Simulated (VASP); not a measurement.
Runs of VASP 6.6.1 on WS2. The structure is that of space group Fm-3m (No. 225), or close to it. The cells are those of the table. 

```tsv
task	level	cell	k mesh	cutoff (eV)	gap on the mesh (eV)	pressure (GPa)	relaxed volume (Å³/atom)
single point	PBE	a = 4.152 Å, angles 60.0°, 3 atoms	6 × 6 × 6	520	none	(b)	-
relaxation of cell and atoms	r2SCAN	relaxed from a = 4.152 Å, angles 60.0°, 3 atoms	8 × 8 × 8	600	none	0.0	16.81
single point	PBE	a = 4.145 Å, angles 60.0°, 3 atoms	8 × 8 × 8	520	none	(a)	-
relaxation of cell and atoms	PBE	relaxed from a = 4.793 Å, angles 60.0°, 3 atoms	6 × 6 × 6	600	none	0.0	16.89
single point	r2SCAN	a = 4.145 Å, angles 60.0°, 3 atoms	8 × 8 × 8	520	none	0.2	-
```

Alike in all rows: potentials or basis VASP PAW PBE potentials, release 64 (W_sv, S); no spin polarisation; smearing fermi-dirac 0.02 eV.

Fill in the values left out.

(a) 1.1; (b) 0.1.

Caveats: spin-orbit coupling is left out, which moves the levels of the heavy elements; the PAW data sets were made with another functional, which shifts forces and pressure a little (at least some runs); the volume moved by over 15 % at a fixed basis, so the end points are rough (at least some runs).

A k mesh can miss the band edges, and the runs leave out spin-orbit coupling on W.

A gap of «none» marks levels without a gap at the run's occupations.
